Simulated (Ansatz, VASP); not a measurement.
**Hf: VASP beside Ansatz**

```
Hf
1.0
    -1.75441    1.75441    1.75441
     1.75441   -1.75441    1.75441
     1.75441    1.75441   -1.75441
Hf
1
Direct
  0.00000 0.00000 0.00000
```

Alike in both runs: task single point; functional PBE; k mesh 16 × 16 × 16; occupations gaussian, width 0.1 eV; no spin polarisation.

|  | VASP | Ansatz |
| --- | --- | --- |
| version | VASP 6.6.1 | Ansatz 0.2.0 |
| potentials or method | VASP PAW PBE potentials, release 64 (Hf_pv), cutoff 520 eV | scalar-relativistic, plane waves, PAW |
| valence electrons in the cell | 10 | 26 |

```csv
,VASP,Ansatz,Ansatz less VASP
gap on the k mesh at the Fermi level (eV),none,none,-
pressure (GPa),2.9,3.2,+0.33
```

A gap of «none» marks a metal or a gap that the smearing closes. VASP's potentials hold 10 valence electrons a cell and Ansatz's 26, so a difference there can come from the potentials and not from the codes.

Spin-orbit coupling is off throughout.
